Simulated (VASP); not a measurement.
# H3Os (P6_3/mmc) in VASP: single point with PBE

Aim: the single point of H3Os with PBE.

Everything below comes from runs of VASP 6.6.1. Logs are shortened: lines on timing, memory, paths and dates and some standing lists are left out, and cuts for length are marked.

## 1. The cell of the first run

Symmetry: P6_3/mmc, No. 194, hexagonal system. The conventional cell has a = 3.750 Å, b = 3.750 Å, c = 3.840 Å, α = 90.00°, β = 90.00°, γ = 120.00°. H (site symmetry mm2) has 8 H at 1.79 to 2.18 Å and 4 Os at 1.88 to 2.23 Å within 2.4 Å. Within 2.5 Å of Os (site symmetry -6m2) lie 12 H at 1.88 to 2.23 Å.

## 2. Single point, PBE

INCAR reads:

```
PREC = Accurate ; ENCUT = 500
EDIFF = 1E-6 ; ISMEAR = 0
SIGMA = 0.1 ; LREAL = False
LASPH = True ; NELM = 120
ALGO = Normal ; ISIF = 2
LWAVE = False ; LCHARG = True
GGA = PE ; LELF = True
LVHAR = True ; NBANDS = 29
GGA_COMPAT = False
```

KPOINTS reads:

```
regular mesh
0
Gamma
  12 12 10
```

POSCAR reads:

```
H3Os
1.0
    3.7499760254      0.0000000000      0.0000000000
   -1.8749880127      3.2475745016      0.0000000000
    0.0000000000      0.0000000000      3.8396013540
H Os
6 2
Direct
    0.8405581613      0.6811163226      0.2500000000
    0.1594418387      0.8405581613      0.7500000000
    0.3188836774      0.1594418387      0.2500000000
    0.1594418387      0.3188836774      0.7500000000
    0.8405581613      0.1594418387      0.2500000000
    0.6811163226      0.8405581613      0.7500000000
    0.3333333333      0.6666666667      0.2500000000
    0.6666666667      0.3333333333      0.7500000000
```

Potentials or basis: VASP PAW PBE potentials, release 64 (H, Os_sv_GW).

Started as:

```
$ cat potpaw_PBE.64/H/POTCAR potpaw_PBE.64/Os_sv_GW/POTCAR > POTCAR
$ mpirun -np 1 vasp_std > vasp.out
```

OUTCAR:

```text
PREC = Accurate
   ENCUT = 500
   EDIFF = 1E-6
   ISMEAR = 0
   LREAL = False
   LASPH = True
   NELM = 120
   ISIF = 2
   GGA = PE

 ion  position               nearest neighbor table
   1  0.841  0.681  0.250-   7 1.88   7 1.88
   2  0.159  0.841  0.750-   8 1.88   8 1.88
   3  0.319  0.159  0.250-   7 1.88   7 1.88
   4  0.159  0.319  0.750-   8 1.88   8 1.88
   5  0.841  0.159  0.250-   7 1.88   7 1.88
   6  0.681  0.841  0.750-   8 1.88   8 1.88
   7  0.333  0.667  0.250-   1 1.88   3 1.88   5 1.88   5 1.88   1 1.88   3 1.88   8 2.89   8 2.89
                             8 2.89   8 2.89   8 2.89   8 2.89
   8  0.667  0.333  0.750-   4 1.88   6 1.88   2 1.88   2 1.88   4 1.88   6 1.88   7 2.89   7 2.89
                             7 2.89   7 2.89   7 2.89   7 2.89

  LATTYP: Found a hexagonal cell.
 ALAT       =     3.7499760254
 C/A-ratio  =     1.0239002404

  Lattice vectors:

 A1 = (   3.7499760254,   0.0000000000,   0.0000000000)
 A2 = (  -1.8749880127,   3.2475745016,   0.0000000000)
 A3 = (   0.0000000000,   0.0000000000,   3.8396013540)

Analysis of symmetry for initial positions (statically):
=====================================================================
 Subroutine PRICEL returns:
 Original cell was already a primitive cell.

 Routine SETGRP: Setting up the symmetry group for a
 hexagonal supercell.

 Subroutine GETGRP returns: Found 24 space group operations
 (whereof 12 operations were pure point group operations)
 out of a pool of 24 trial point group operations.

The static configuration has the point symmetry D_3d.
 The point group associated with its full space group is D_6h.

Analysis of symmetry for dynamics (positions and initial velocities):
=====================================================================
 Subroutine PRICEL returns:
 Original cell was already a primitive cell.

 Routine SETGRP: Setting up the symmetry group for a
 hexagonal supercell.

 Subroutine GETGRP returns: Found 24 space group operations
 (whereof 12 operations were pure point group operations)
 out of a pool of 24 trial point group operations.

The dynamic configuration has the point symmetry D_3d.
 The point group associated with its full space group is D_6h.

 Subroutine INISYM returns: Found 24 space group operations
 (whereof 12 operations are pure point group operations),
 and found     1 'primitive' translations

----------------------------------------------------------------------------------------
[... 106 lines left out ...]
   LREAL  =      F    real-space projection
   EDIFFG = 0.1E-04   stopping-criterion for IOM
   NSW    =      0    number of steps for IOM
   IBRION =     -1    ionic relax: 0-MD 1-quasi-New 2-CG
   NFREE  =      0    steps in history (QN), initial steepest desc. (CG)
   ISIF   =      2    stress and relaxation
   ISYM   =      2    0-nonsym 1-usesym 2-fastsym
   POTIM  = 0.5000    time-step for ionic-motion
   TEBEG  =    0.0;   TEEND  =   0.0 temperature during run
   PSTRESS=    0.0 pullay stress
   NELECT =      38.0000    total number of electrons
   NUPDOWN=      -1.0000    fix difference up-down
   EMIN   =  10.00;   EMAX   =-10.00  energy-range for DOS
   EFERMI =   0.00;   METHOD = LEGACY
   ISMEAR =     0;   SIGMA  =   0.10  broadening in eV -4-tet -1-fermi 0-gaus
   EFERMI_NEDOS =   21; number of points for ismear=-14 and -15
   IALGO  =     38    algorithm
   IMIX   =      4    mixing-type and parameters
     AMIX     =   0.40;   BMIX     =  1.00
     AMIX_MAG =   1.60;   BMIX_MAG =  1.00
  volume/ion in A,a.u.               =       5.84        39.44
  Fermi-wavevector in a.u.,A,eV,Ry     =   1.527724  2.886979 31.755172  2.333939
  Thomas-Fermi vector in A             =   2.635580
   LORBIT       =      0    0 simple, 1 ext, 2 COOP (PROOUT), +10 PAW based schemes
   GGA     = PE    functional components
   LHFCALC =     F    Hartree Fock is set to
   AEXX    =    0.0000 exact exchange contribution
   IVDW    =     0    specifies the selected vdW correction
   LEPSILON=     F    determine dielectric tensor
   LRPA    =     F    only Hartree local field effects (RPA)
 non-spin polarized calculation
 Gauss-broadening in eV      SIGMA  =   0.10
  energy-cutoff  :      500.00
  volume of cell :       46.76
 maximum number of plane-waves:      1208
 NGX is ok and might be reduce to    28
   NGX = 13   NGY = 13   NGZ = 15

 number of electron      37.9999997 magnetization

 Free energy of the ion-electron system (eV)
  ---------------------------------------------------
  ext. energy  EPLUGINS =         0.00000000
  ---------------------------------------------------
  free energy    TOTEN  =       -40.67639230 eV

  energy without entropy =      -40.66593140  energy(sigma->0) =      -40.67116185

 E-fermi :   8.8954     XC(G=0): -12.9899

 val. band max:        8.8939078034   @ k =   0.3333   0.2500   0.0000
 cond. band min:       8.9531186727   @ k =   0.3333   0.0833   0.3000
 fundamental gap:      0.0592108693
 Fermi energy:         8.8953562307

 k-point     1 :       0.0000    0.0000    0.0000
  band No.  band energies     occupation
      1     -77.1426      2.00000
      2     -77.1018      2.00000
      3     -36.7026      2.00000
      4     -36.7026      2.00000
      5     -36.6485      2.00000
      6     -36.5174      2.00000
[... 757 lines left out ...]
     28      20.7972      0.00000
     29      21.5867      0.00000

 [... further k-points ...]
[... 5 lines left out ...]
  --------------------------------------------------------------------------------------
  -------------------------------------------------------------------------------------
  Total       -0.5294705     -0.5294705     -0.5635857      0.0000000      0.0000000      0.0000000
  in kB      -18.1417248    -18.1417248    -19.3106456      0.0000000      0.0000000      0.0000000
  external PRESSURE =     -18.5313651 kB  Pullay stress =       0.0000000 kB

 VOLUME and BASIS-vectors are now :
 -----------------------------------------------------------------------------
  energy-cutoff  :      500.00
  volume of cell :       46.76
      direct lattice vectors                 reciprocal lattice vectors
     3.749976025  0.000000000  0.000000000     0.266668372  0.153961056  0.000000000
    -1.874988013  3.247574502  0.000000000     0.000000000  0.307922112  0.000000000
     0.000000000  0.000000000  3.839601354     0.000000000  0.000000000  0.260443704

 POSITION                                       TOTAL-FORCE (eV/Angst)
 -----------------------------------------------------------------------------------
      1.87499      2.21198      0.95990         0.000000      0.001505      0.000000
     -0.97813      2.72978      2.87970        -0.001303      0.000753      0.000000
      0.89685      0.51780      0.95990        -0.001303     -0.000753     -0.000000
     -0.00000      1.03560      2.87970         0.000000     -0.001505     -0.000000
      2.85312      0.51780      0.95990         0.001303     -0.000753     -0.000000
      0.97813      2.72978      2.87970         0.001303      0.000753     -0.000000
     -0.00000      2.16505      0.95990         0.000000     -0.000000     -0.000000
      1.87499      1.08252      2.87970         0.000000     -0.000000     -0.000000
 -----------------------------------------------------------------------------------
    total drift:                               -0.000001      0.000000     -0.000000

  FREE ENERGIE OF THE ION-ELECTRON SYSTEM (eV)
  ---------------------------------------------------
  free  energy   TOTEN  =       -40.6763923049 eV

  energy  without entropy=      -40.6659313957  energy(sigma->0) =      -40.67116185
```

Wall time 3.2 min (1 thread of AMD EPYC 7R43 (Zen 3), shared host); peak memory 0.22 GiB.

Results:

- Free energy: -40.6764 eV
- Pressure: -1.9 GPa
- Band gap on the k mesh: zero (bands 19 and 20 overlap by 2.30 eV)

Caveat: spin-orbit coupling is left out, which moves the levels of the heavy elements.
